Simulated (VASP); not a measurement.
# AlRu (rocksalt type) (Fm-3m) in VASP: further runs

Runs on AlRu (rocksalt type). Level: LDA. Tasks: single point.

Program: VASP 6.6.1. These are calculated values, not measurements. Logs are shortened: lines on timing, memory, paths and dates and some standing lists are left out, and cuts for length are marked.

## Step 1: The cell of the first run

It takes space group Fm-3m (No. 225, cubic). The conventional cell has a = 4.214 Å, b = 4.214 Å, c = 4.214 Å, α = 90.00°, β = 90.00°, γ = 90.00°. Within 2.8 Å of Ru (site symmetry m-3m) lie 6 Al at 2.11 Å. Al (site symmetry m-3m) has 6 Ru at 2.11 Å within 2.8 Å.

## Step 2: Single point, LDA (volume scaled by 0.64)

INCAR reads:

```
ALGO     = Normal         # electronic algorithm
EDIFF    = 1E-6           # SCF threshold, eV
ENCUT    = 500            # plane-wave cutoff, eV
GGA      = CA             # functional
GGA_COMPAT= F            
ISIF     = 2              # what is computed and relaxed
ISMEAR   = -1             # smearing method
LASPH    = T              # aspherical terms in the spheres
LCHARG   = F              # write CHGCAR
LREAL    = F              # projectors in reciprocal space
LWAVE    = F              # write WAVECAR
NBANDS   = 16             # bands
NELM     = 120            # most SCF steps
PREC     = Accurate       # precision mode
SIGMA    = 0.05           # smearing width, eV
```

KPOINTS reads:

```
k-points
0
Gamma
  14 14 14
```

POSCAR reads:

```
AlRu
1.0
    0.0000000000      2.1069446902      2.1069446902
    2.1069446902      0.0000000000      2.1069446902
    2.1069446902      2.1069446902      0.0000000000
Ru Al
1 1
Direct
    0.0000000000      0.0000000000      0.0000000000
    0.5000000000      0.5000000000      0.5000000000
```

Potentials or basis: VASP PAW LDA potentials, release 64 (Ru_pv, Al).

Run with:

```console
> cat potpaw_LDA.64/Ru_pv/POTCAR potpaw_LDA.64/Al/POTCAR > POTCAR
> mpirun -np 1 vasp_std > vasp.out
```

OUTCAR:

```text
EDIFF = 1E-6
   ENCUT = 500
   GGA = CA
   ISIF = 2
   ISMEAR = -1
   LASPH = T
   LREAL = F
   NELM = 120
   PREC = Accurate

 ion  position               nearest neighbor table
   1  0.000  0.000  0.000-   2 2.11   2 2.11   2 2.11   2 2.11   2 2.11   2 2.11
   2  0.500  0.500  0.500-   1 2.11   1 2.11   1 2.11   1 2.11   1 2.11   1 2.11

  LATTYP: Found a face centered cubic cell.
 ALAT       =     4.2138893804

  Lattice vectors:

 A1 = (   0.0000000000,   2.1069446902,   2.1069446902)
 A2 = (   2.1069446902,   0.0000000000,   2.1069446902)
 A3 = (   2.1069446902,   2.1069446902,   0.0000000000)

Analysis of symmetry for initial positions (statically):
=====================================================================
 Subroutine PRICEL returns:
 Original cell was already a primitive cell.

 Routine SETGRP: Setting up the symmetry group for a
 face centered cubic supercell.

 Subroutine GETGRP returns: Found 48 space group operations
 (whereof 48 operations were pure point group operations)
 out of a pool of 48 trial point group operations.

The static configuration has the point symmetry O_h .

Analysis of symmetry for dynamics (positions and initial velocities):
=====================================================================
 Subroutine PRICEL returns:
 Original cell was already a primitive cell.

 Routine SETGRP: Setting up the symmetry group for a
 face centered cubic supercell.

 Subroutine GETGRP returns: Found 48 space group operations
 (whereof 48 operations were pure point group operations)
 out of a pool of 48 trial point group operations.

The dynamic configuration has the point symmetry O_h .

 Subroutine INISYM returns: Found 48 space group operations
 (whereof 48 operations are pure point group operations),
 and found     1 'primitive' translations

----------------------------------------------------------------------------------------

                                     Primitive cell

  volume of cell :      18.7064

  direct lattice vectors                    reciprocal lattice vectors
     0.000000000  2.106944690  2.106944690    -0.237310454  0.237310454  0.237310454
     2.106944690  0.000000000  2.106944690     0.237310454 -0.237310454  0.237310454
     2.106944690  2.106944690  0.000000000     0.237310454  0.237310454 -0.237310454

  length of vectors
     2.979669756  2.979669756  2.979669756     0.411033763  0.411033763  0.411033763

  position of ions in fractional coordinates (direct lattice)
     0.000000000  0.000000000  0.000000000
     0.500000000  0.500000000  0.500000000

  ion indices of the primitive-cell ions
   primitive index   ion index
                 1           1
                 2           2

----------------------------------------------------------------------------------------

 KPOINTS: k-points

Automatic generation of k-mesh.
 Grid dimensions read from file:
 generate k-points for:   14   14   14

 Generating k-lattice:

  Cartesian coordinates                     Fractional coordinates (reciprocal lattice)
    -0.016950747  0.016950747  0.016950747     0.071428571  0.000000000  0.000000000
     0.016950747 -0.016950747  0.016950747     0.000000000  0.071428571  0.000000000
     0.016950747  0.016950747 -0.016950747     0.000000000  0.000000000  0.071428571

  Length of vectors
     0.029359554  0.029359554  0.029359554

  Shift w.r.t. Gamma in fractional coordinates (k-lattice)
     0.000000000  0.000000000  0.000000000

 Subroutine IBZKPT returns following result:
 ===========================================

 Found    104 irreducible k-points:

 Following reciprocal coordinates:
            Coordinates               Weight
  0.000000  0.000000  0.000000      1.000000
  0.071429  0.000000  0.000000      8.000000
  0.142857  0.000000  0.000000      8.000000
  0.214286  0.000000  0.000000      8.000000
  0.285714  0.000000  0.000000      8.000000
  0.357143  0.000000  0.000000      8.000000
[... 16 lines left out ...]
  0.214286  0.142857  0.000000     24.000000
  0.285714  0.142857  0.000000     24.000000
 [... further k-points ...]
   k-points           NKPTS =    104   k-points in BZ     NKDIM =    104   number of bands    NBANDS=     16
   number of dos      NEDOS =    301   number of ions     NIONS =      2
   total plane-waves  NPLWV =  13824
   dimension x,y,z NGX =    24 NGY =   24 NGZ =   24
   dimension x,y,z NGXF=    48 NGYF=   48 NGZF=   48
   ions per type =               1   1
   NGX,Y,Z   is equivalent  to a cutoff of  13.39, 13.39, 13.39 a.u.
   NGXF,Y,Z  is equivalent  to a cutoff of  26.78, 26.78, 26.78 a.u.
 SYSTEM =  unknown system
   PREC   = accura    normal or accurate (medium, high low for compatibility)
   ISTART =      0    job   : 0-new  1-cont  2-samecut
   ICHARG =      2    charge: 1-file 2-atom 10-const
   ISPIN  =      1    spin polarized calculation?
   LNONCOLLINEAR =      F non collinear calculations
   LSORBIT =      F    spin-orbit coupling
   LASPH  =      T    aspherical Exc in radial PAW
   ENCUT  =  500.0 eV  36.75 Ry    6.06 a.u.   5.43  5.43  5.43*2*pi/ulx,y,z
   NELM   =    120;   NELMIN=  2; NELMDL= -5     # of ELM steps
   EDIFF  = 0.1E-05   stopping-criterion for ELM
   LREAL  =      F    real-space projection
   EDIFFG = 0.1E-04   stopping-criterion for IOM
   NSW    =      0    number of steps for IOM
   IBRION =     -1    ionic relax: 0-MD 1-quasi-New 2-CG
   NFREE  =      0    steps in history (QN), initial steepest desc. (CG)
   ISIF   =      2    stress and relaxation
   ISYM   =      2    0-nonsym 1-usesym 2-fastsym
   POTIM  = 0.5000    time-step for ionic-motion
   TEBEG  =    0.0;   TEEND  =   0.0 temperature during run
   PSTRESS=    0.0 pullay stress
   NELECT =      17.0000    total number of electrons
   NUPDOWN=      -1.0000    fix difference up-down
   EMIN   =  10.00;   EMAX   =-10.00  energy-range for DOS
   EFERMI =   0.00;   METHOD = LEGACY
   ISMEAR =    -1;   SIGMA  =   0.05  broadening in eV -4-tet -1-fermi 0-gaus
   EFERMI_NEDOS =   21; number of points for ismear=-14 and -15
   IALGO  =     38    algorithm
   IMIX   =      4    mixing-type and parameters
     AMIX     =   0.40;   BMIX     =  1.00
     AMIX_MAG =   1.60;   BMIX_MAG =  1.00
  volume/ion in A,a.u.               =       9.35        63.12
  Fermi-wavevector in a.u.,A,eV,Ry     =   1.585725  2.996587 34.212194  2.514525
  Thomas-Fermi vector in A             =   2.685146
   LORBIT       =      0    0 simple, 1 ext, 2 COOP (PROOUT), +10 PAW based schemes
   GGA     = CA    functional components
   LHFCALC =     F    Hartree Fock is set to
   AEXX    =    0.0000 exact exchange contribution
   IVDW    =     0    specifies the selected vdW correction
   LEPSILON=     F    determine dielectric tensor
   LRPA    =     F    only Hartree local field effects (RPA)
 non-spin polarized calculation
  energy-cutoff  :      500.00
  volume of cell :       18.71
 maximum number of plane-waves:       531
 NGX is ok and might be reduce to    24
   NGX = 11   NGY = 11   NGZ = 11

 number of electron      16.9999998 magnetization

 Free energy of the ion-electron system (eV)
  ---------------------------------------------------
  ext. energy  EPLUGINS =         0.00000000
  ---------------------------------------------------
  free energy    TOTEN  =       -10.21926506 eV

  energy without entropy =      -10.21046919  energy(sigma->0) =      -10.21486713

 E-fermi :  17.2403     XC(G=0): -14.6395

 val. band max:       17.1128141199   @ k =   0.5000   0.4286   0.0000
 cond. band min:      17.2541747402   @ k =  -0.2857   0.2143   0.0714
 fundamental gap:      0.1413606203
 Fermi energy:        17.2402925709

 k-point     1 :       0.0000    0.0000    0.0000
  band No.  band energies     occupation
      1     -25.1568      2.00000
      2     -25.1568      2.00000
      3     -25.1568      2.00000
      4       4.9645      2.00000
      5      12.6040      2.00000
      6      12.6040      2.00000
[... 8 lines left out ...]
     15      35.8336      0.00000
     16      35.8336      0.00000

 k-point     2 :       0.0714    0.0000    0.0000
  band No.  band energies     occupation
      1     -25.1835      2.00000
      2     -25.1613      2.00000
      3     -25.1613      2.00000
      4       5.1311      2.00000
      5      12.4876      2.00000
      6      12.6829      2.00000
[... 8 lines left out ...]
     15      35.1354      0.00000
     16      35.4499      0.00000

 k-point     3 :       0.1429    0.0000    0.0000
  band No.  band energies     occupation
      1     -25.2580      2.00000
      2     -25.1741      2.00000
      3     -25.1741      2.00000
      4       5.6114      2.00000
      5      12.1956      2.00000
      6      12.7919      2.00000
[... 8 lines left out ...]
     15      33.7513      0.00000
     16      34.2973      0.00000

 k-point     4 :       0.2143    0.0000    0.0000
  band No.  band energies     occupation
      1     -25.3642      2.00000
      2     -25.1924      2.00000
      3     -25.1924      2.00000
      4       6.3416      2.00000
      5      11.8634      2.00000
      6      12.6719      2.00000
[... 8 lines left out ...]
     15      32.6510      0.00000
     16      32.6510      0.00000
[... 324 lines left out ...]
 k-point    22 :       0.1429    0.1429    0.0000
  band No.  band energies     occupation
      1     -25.2632      2.00000
      2     -25.1922      2.00000
      3     -25.1922      2.00000
      4       5.8205      2.00000
      5      11.9044      2.00000
      6      12.9366      2.00000
[... 8 lines left out ...]
     15      33.3306      0.00000
     16      33.3306      0.00000

 k-point    23 :       0.2143    0.1429    0.0000
  band No.  band energies     occupation
      1     -25.3312      2.00000
      2     -25.2108      2.00000
      3     -25.2089      2.00000
      4       6.3590      2.00000
      5      11.5928      2.00000
      6      12.5723      2.00000
[... 8 lines left out ...]
     15      32.1233      0.00000
     16      32.5831      0.00000

 k-point    24 :       0.2857    0.1429    0.0000
  band No.  band energies     occupation
      1     -25.4228      2.00000
      2     -25.2312      2.00000
      3     -25.2303      2.00000
      4       7.1066      2.00000
      5      11.3209      2.00000
      6      12.1890      2.00000
[... 8 lines left out ...]
     15      30.7889      0.00000
     16      31.9655      0.00000

 [... further k-points ...]
[... 5 lines left out ...]
  --------------------------------------------------------------------------------------
  -------------------------------------------------------------------------------------
  Total       22.2763532     22.2763532     22.2763532      0.0000000      0.0000000      0.0000000
  in kB     1907.9424777   1907.9424777   1907.9424777      0.0000000      0.0000000      0.0000000
  external PRESSURE =    1907.9424777 kB  Pullay stress =       0.0000000 kB

 VOLUME and BASIS-vectors are now :
 -----------------------------------------------------------------------------
  energy-cutoff  :      500.00
  volume of cell :       18.71
      direct lattice vectors                 reciprocal lattice vectors
     0.000000000  2.106944690  2.106944690    -0.237310454  0.237310454  0.237310454
     2.106944690  0.000000000  2.106944690     0.237310454 -0.237310454  0.237310454
     2.106944690  2.106944690  0.000000000     0.237310454  0.237310454 -0.237310454

 POSITION                                       TOTAL-FORCE (eV/Angst)
 -----------------------------------------------------------------------------------
      0.00000      0.00000      0.00000         0.000000      0.000000      0.000000
      2.10694      2.10694      2.10694        -0.000000     -0.000000     -0.000000
 -----------------------------------------------------------------------------------
    total drift:                                0.000000     -0.000000     -0.000000

  FREE ENERGIE OF THE ION-ELECTRON SYSTEM (eV)
  ---------------------------------------------------
  free  energy   TOTEN  =       -10.2192650616 eV

  energy  without entropy=      -10.2104691895  energy(sigma->0) =      -10.21486713
```

It took 13 s on 1 thread of Intel Xeon Platinum 8375C at 2.90GHz (Ice Lake), shared host; peak memory 0.15 GiB.

What came out:

```
Free energy : -10.2193 eV
Pressure    : 190.8 GPa
```

Levels at points of the mesh, in eV from the Fermi level:
```csv
k point,band 7,band 8,band 9,band 10,band 11,band 12
"(0.00, 0.00, 0.00)",-4.64,-3.65,-3.65,9.38,9.38,9.38
"(0.50, 0.00, 0.00)",-4.98,-0.77,-0.77,3.12,8.11,9.41
"(0.50, 0.50, 0.00)",-2.06,0.06,0.06,3.69,3.69,4.37
```

Caveat: the cell differs from its parent crystal (volume scaled by 0.64).

## Step 3: Single point, LDA (volume scaled by 0.8)

INCAR reads:

```
PREC = Accurate
ENCUT = 500
EDIFF = 1E-6
ISMEAR = -1
SIGMA = 0.05
LREAL = False
LASPH = True
NELM = 120
ALGO = Normal
ISIF = 2
LWAVE = False
LCHARG = False
NBANDS = 16
GGA_COMPAT = False
```

KPOINTS reads:

```
regular mesh
0
Gamma
  14 14 14
```

POSCAR reads:

```
AlRu
1.0
    0.0000000000      2.2696373652      2.2696373652
    2.2696373652      0.0000000000      2.2696373652
    2.2696373652      2.2696373652      0.0000000000
Ru Al
1 1
Direct
    0.0000000000      0.0000000000      0.0000000000
    0.5000000000      0.5000000000      0.5000000000
```

Potentials or basis: VASP PAW LDA potentials, release 64 (Ru_pv, Al).

Run with:

```console
> cat potpaw_LDA.64/Ru_pv/POTCAR potpaw_LDA.64/Al/POTCAR > POTCAR
> mpirun -np 1 vasp_std > vasp.out
```

Wall time 15 s (1 thread of Intel Xeon Platinum 8375C at 2.90GHz (Ice Lake), shared host); peak memory 0.15 GiB.

It converged, with:

```
Free energy : -13.5870 eV
Pressure    : 60.3 GPa
```

Levels at points of the mesh, in eV from the Fermi level:
| k point | band 5 | band 6 | band 7 | band 8 | band 9 | band 10 | band 11 | band 12 | band 13 | band 14 |
| --- | --- | --- | --- | --- | --- | --- | --- | --- | --- | --- |
| (0.00, 0.00, 0.00) | -3.19 | -3.19 | -3.19 | -2.57 | -2.57 | 8.04 | 8.04 | 8.04 | 9.99 | 12.23 |
| (0.50, 0.00, 0.00) | -4.85 | -3.97 | -3.97 | -0.50 | -0.50 | 2.11 | 7.91 | 8.84 | 8.84 | 12.23 |
| (0.50, 0.50, 0.00) | -5.34 | -3.04 | -1.44 | 0.11 | 0.11 | 3.01 | 3.01 | 3.21 | 12.19 | 12.27 |

Caveat: the cell differs from its parent crystal (volume scaled by 0.8).

## Step 4: Single point, LDA (volume scaled by 0.8)

INCAR reads:

```
SYSTEM = AlRu
PREC = Accurate
ENCUT = 500
EDIFF = 1E-6
ISMEAR = -1
SIGMA = 0.05
LREAL = .FALSE.
LASPH = .TRUE.
NELM = 120
ALGO = Normal
ISIF = 2
LWAVE = .FALSE.
LCHARG = .FALSE.
GGA = CA
NBANDS = 16
GGA_COMPAT = .FALSE.
```

KPOINTS reads:

```
regular mesh
0
G
  14 14 14
  0 0 0
```

POSCAR is that of step 3.

Run with:

```console
> cat potpaw_LDA.64/Ru_pv/POTCAR potpaw_LDA.64/Al/POTCAR > POTCAR
> mpirun -np 1 vasp_std > vasp.out
```

Wall time 14 s (1 thread of Intel Xeon Platinum 8375C at 2.90GHz (Ice Lake), shared host); peak memory 0.15 GiB.

The run converged. Its results:

```
Free energy : -13.5870 eV
Pressure    : 60.3 GPa
```

Levels at points of the mesh, in eV from the Fermi level:
```
           k point  band 7  band 8  band 9  band 10  band 11  band 12
(0.00, 0.00, 0.00)   -3.19   -2.57   -2.57     8.04     8.04     8.04
(0.50, 0.00, 0.00)   -3.97   -0.50   -0.50     2.11     7.91     8.84
(0.50, 0.50, 0.00)   -1.44    0.11    0.11     3.01     3.01     3.21
```

Caveat: the cell differs from its parent crystal (volume scaled by 0.8).

## Step 5: Single point, LDA

This run uses another cell than the first one, of 14.61 Å³/atom, 1.562 times its volume.

INCAR reads:

```
ALGO = Normal
EDIFF = 1E-6
ENCUT = 500
GGA = CA
GGA_COMPAT = F
ISIF = 2
ISMEAR = -1
LASPH = T
LCHARG = T
LELF = T
LREAL = F
LVHAR = T
LWAVE = F
NBANDS = 16
NELM = 120
PREC = Accurate
SIGMA = 0.05
```

KPOINTS reads:

```
k-points
0
Gamma
  14 14 14
```

POSCAR reads:

```
AlRu
1.0
    0.0000000000      2.4448927367      2.4448927367
    2.4448927367      0.0000000000      2.4448927367
    2.4448927367      2.4448927367      0.0000000000
Ru Al
1 1
Direct
    0.0000000000      0.0000000000      0.0000000000
    0.5000000000      0.5000000000      0.5000000000
```

Run with:

```console
> cat potpaw_LDA.64/Ru_pv/POTCAR potpaw_LDA.64/Al/POTCAR > POTCAR
> mpirun -np 1 vasp_std > vasp.out
```

It took 38 s on 1 thread of Intel Xeon Platinum 8375C at 2.90GHz (Ice Lake), shared host; peak memory 0.17 GiB.

The run converged. Its results:

| Item | Value |
| --- | --- |
| Free energy | -14.5054 eV |
| Pressure | 0.5 GPa |

Levels at points of the mesh, in eV from the Fermi level:
```
           k point  band 6  band 7  band 8  band 9  band 10  band 11  band 12  band 13
(0.00, 0.00, 0.00)   -2.18   -2.18   -1.82   -1.82     6.79     6.79     6.79    10.18
(0.50, 0.00, 0.00)   -3.00   -3.00   -0.34   -0.34     1.41     7.49     8.12     8.12
(0.50, 0.50, 0.00)   -2.52   -1.02    0.10    0.10     2.33     2.51     2.51     9.10
```

## Step 6: Summary

| cell | gap on the mesh (eV) | pressure (GPa) |
| --- | --- | --- |
| a = 2.980 Å, angles 60.0°, 2 atoms | none | 190.8 |
| a = 3.210 Å, angles 60.0°, 2 atoms | none | 60.3 |
| a = 3.458 Å, angles 60.0°, 2 atoms | none | 0.5 |

Alike in all rows: task single point; level LDA; potentials or basis VASP PAW LDA potentials, release 64 (Ru_pv, Al); no spin polarisation; k mesh 14 × 14 × 14; cutoff (eV) 500; smearing fermi-dirac 0.05 eV.

Total energies depend on the potentials used, so only differences within one code and one set of settings carry meaning.
